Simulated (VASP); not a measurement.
## TePb: single point with PBEsol+D4

TePb:

```
Te Pb
1.0
     0.00000    3.23100    3.23100
     3.23100    0.00000    3.23100
     3.23100    3.23100    0.00000
Te Pb
1 1
Cartesian
  3.1546 3.2221 3.1617
  0.0145 3.2356 3.2393
```

```json
{
 "Program": "VASP 6.6.1",
 "Task": "single point",
 "Functional": "PBEsol",
 "Dispersion": "D4",
 "Potentials or basis": "VASP PAW PBE potentials, release 64 (Te, Pb_d)",
 "Cutoff": "520 eV",
 "k mesh": "4 × 4 × 4",
 "Occupations": "gaussian, width 0.01 eV",
 "Spin": "no spin polarisation"
}
```

```yaml
Pressure: -1.4 GPa
Largest_force: 0.021 eV/Å
Band_gap_on_the_k_mesh: 0.69 eV, direct
Dispersion_energy_per_atom: -0.253 eV
```

Forces in eV/Å, atoms in the order of the input:
```
Te  -0.015 -0.003 -0.014
Pb   0.015  0.003  0.014
```

Stress tensor (GPa, compression positive):
```
-1.24  0.01  0.05
 0.01 -1.57  0.01
 0.05  0.01 -1.33
```

Levels at points of the mesh, in eV from the valence-band top:
| k point | band 7 | band 8 | band 9 | band 10 | band 11 | band 12 | band 13 | band 14 |
| --- | --- | --- | --- | --- | --- | --- | --- | --- |
| (0.00, 0.00, 0.00) | -5.60 | -1.35 | -1.32 | -1.32 | 3.98 | 4.00 | 4.08 | 5.76 |
| (0.50, 0.00, 0.00) | -8.60 | -0.92 | -0.91 | 0.00 | 0.69 | 1.30 | 1.32 | 8.27 |
| (0.00, 0.50, 0.00) | -8.57 | -0.93 | -0.88 | -0.05 | 0.73 | 1.26 | 1.31 | 8.22 |
| (0.00, 0.00, 0.50) | -8.60 | -0.92 | -0.91 | 0.00 | 0.69 | 1.30 | 1.32 | 8.27 |
| (0.50, 0.50, 0.50) | -8.56 | -0.92 | -0.88 | -0.07 | 0.75 | 1.25 | 1.30 | 8.20 |
| (0.50, 0.50, 0.00) | -7.33 | -4.49 | -2.80 | -2.79 | 3.17 | 5.49 | 5.51 | 6.70 |
| (0.00, 0.50, 0.50) | -7.34 | -4.49 | -2.80 | -2.79 | 3.18 | 5.49 | 5.50 | 6.70 |
| (0.50, 0.00, 0.50) | -7.30 | -4.52 | -2.82 | -2.77 | 3.14 | 5.49 | 5.55 | 6.68 |

Wall time 29 s on 1 thread of Intel(R) Xeon(R) 6975P-C (Granite Rapids) (shared host), peak memory 0.22 GiB.

Caveat: the k points lie up to 0.42 Å⁻¹ apart; the PAW data sets were made with another functional, which shifts forces and pressure a little; spin-orbit coupling is left out, which moves the levels of the heavy elements. A k mesh can miss the band edges.
